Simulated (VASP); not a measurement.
## Na3Al: single point with PBE

Crystal: Na3Al.

```
CELL_PARAMETERS angstrom
0.00000 3.86678 3.86678
3.86678 0.00000 3.86678
3.86678 3.86678 0.00000
ATOMIC_POSITIONS crystal
Na 0.25000 0.25000 0.25000
Na 0.75000 0.75000 0.75000
Na 0.50000 0.50000 0.50000
Al 0.00000 0.00000 0.00000
```

```
Program                : VASP 6.6.1
Task                   : single point
Functional             : PBE
Potentials or basis    : VASP PAW PBE potentials, release 64 (Na_pv, Al)
Cutoff                 : 520 eV
k mesh                 : 5 × 5 × 5
Occupations            : methfessel-paxton, width 0.1 eV
Spin                   : no spin polarisation
Dipole correction      : no
Further INCAR settings : ALGO = Normal; EDIFF = 1e-06; NBANDS = 20
```

| Quantity | Value |
| --- | --- |
| Pressure | -0.2 GPa |
| Band gap on the k mesh | zero (band 12 reaches 2.42 eV, above the bottom of band 13 at 0.91 eV) |

Levels at points of the mesh, in eV from the Fermi level:
| k point | band 9 | band 10 | band 11 | band 12 | band 13 | band 14 | band 15 | band 16 |
| --- | --- | --- | --- | --- | --- | --- | --- | --- |
| (0.00, 0.00, 0.00) | -24.23 | -5.31 | 1.13 | 1.13 | 1.13 | 1.52 | 3.27 | 3.27 |

Wall time 15 s on 1 thread of AMD EPYC 7R13 Processor (Zen 3), on a shared host, peak memory 0.21 GiB.
